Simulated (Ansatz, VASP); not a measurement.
**One calculation of Ir, two programs**

```
Ir
1.0
     0.00000    1.91560    1.91560
     1.91560    0.00000    1.91560
     1.91560    1.91560    0.00000
Ir
1
Direct
  0.00000 0.00000 0.00000
```

Alike in both runs: task single point; functional PBEsol; k mesh 12 × 12 × 12; occupations fermi-dirac, width 0.05 eV; no spin polarisation.

|  | VASP | Ansatz |
| --- | --- | --- |
| version | VASP 6.6.1 | Ansatz 0.2.0 |
| potentials or method | VASP PAW PBE potentials, release 64 (Ir_sv_GW) | Ansatz PAW |
| plane-wave cutoff (eV) | 500 | 420 |
| valence electrons in the cell | 17 | 17 |

Ansatz gave:

| Quantity | Value |
| --- | --- |
| gap on the k mesh at the Fermi level (eV) | none |
| pressure (GPa) | -0.7 |

Task: Which values does VASP return?

Result: gap on the k mesh at the Fermi level (eV): none; pressure (GPa): -4.0.

VASP's potentials were made for PBE, not for PBEsol. A gap of «none» marks a metal or a gap that the smearing closes.

Neither program's run includes spin-orbit coupling.
